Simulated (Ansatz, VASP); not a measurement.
Sn in VASP and in Ansatz

```
CELL_PARAMETERS angstrom
0.00000 3.24560 3.24560
3.24560 0.00000 3.24560
3.24560 3.24560 0.00000
ATOMIC_POSITIONS crystal
Sn 0.50000 0.50000 0.50000
Sn 0.75000 0.75000 0.75000
```

Alike in both runs: task single point; functional PBE; k mesh 11 × 11 × 11; occupations fermi-dirac, width 0.05 eV; non-collinear spin, spin-orbit coupling.

|  | VASP | Ansatz |
| --- | --- | --- |
| version | VASP 6.6.1 | Ansatz 0.2.0 |
| potentials or method | VASP PAW PBE potentials, release 64 (Sn_d), cutoff 520 eV | all-electron LAPW |

|  | VASP | Ansatz | Ansatz less VASP |
| --- | --- | --- | --- |
| pressure (GPa) | 3.2 | 3.2 | +0.01 |

Ansatz ran all-electron here, and VASP with PAW potentials.
